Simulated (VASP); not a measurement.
A run of VASP 6.6.1 is set up as follows.

Contents of INCAR:

```
ALGO = Normal
EDIFF = 1E-6
ENCUT = 520
GGA = PE
GGA_COMPAT = False
ISIF = 2
ISMEAR = -1
LASPH = True
LCHARG = False
LREAL = False
LWAVE = False
NBANDS = 50
NELM = 120
PREC = Accurate
SIGMA = 0.1
```

KPOINTS

```
k-points
0
Gamma
  3 3 3
```

File POSCAR:

```
HgC4F6
1.0
    6.3506480000      0.3667140000      1.1532940000
   -0.8941580000      4.5820920000      0.3809450000
    0.6591030000      0.1776900000      5.5786920000
Hg C F
1 4 6
Direct
    0.7102655545      0.5173469909      0.9574549461
    0.5786256498      0.8181597577      0.4570746406
    0.1964730310      0.2662747403     -0.0360783852
    0.0867459614      0.5973007375      0.4281563983
    0.7908703308      0.0735935891      0.4989936499
    0.5496704874      0.9297064897      0.1584133496
    0.9291258835      0.1279828788      0.1992245235
    0.1850572275      0.4878332680      0.7942259522
    0.8609401579      0.5929503074      0.4040876296
    0.1693319117      0.8363308662      0.4217437457
    0.4742500086      0.1761164719      0.5976138531
```

Potentials or basis: VASP PAW PBE potentials, release 64 (Hg_sv_GW, C, F).

The run is started by

```sh
$ cat potpaw_PBE.64/Hg_sv_GW/POTCAR potpaw_PBE.64/C/POTCAR potpaw_PBE.64/F/POTCAR > POTCAR
$ mpirun -np 1 vasp_std > vasp.out
```

(1) What does it give for the band gap on the k mesh?

(2) Predict the largest force.

(3) What does it give for the pressure?

## Answers

(1) 0.20 eV (least direct gap 0.38 eV).

(2) 7.301 eV/Å.

(3) 0.9 GPa.

Caveat: the k points lie up to 0.45 Å⁻¹ apart; spin-orbit coupling is left out, which moves the levels of the heavy elements.
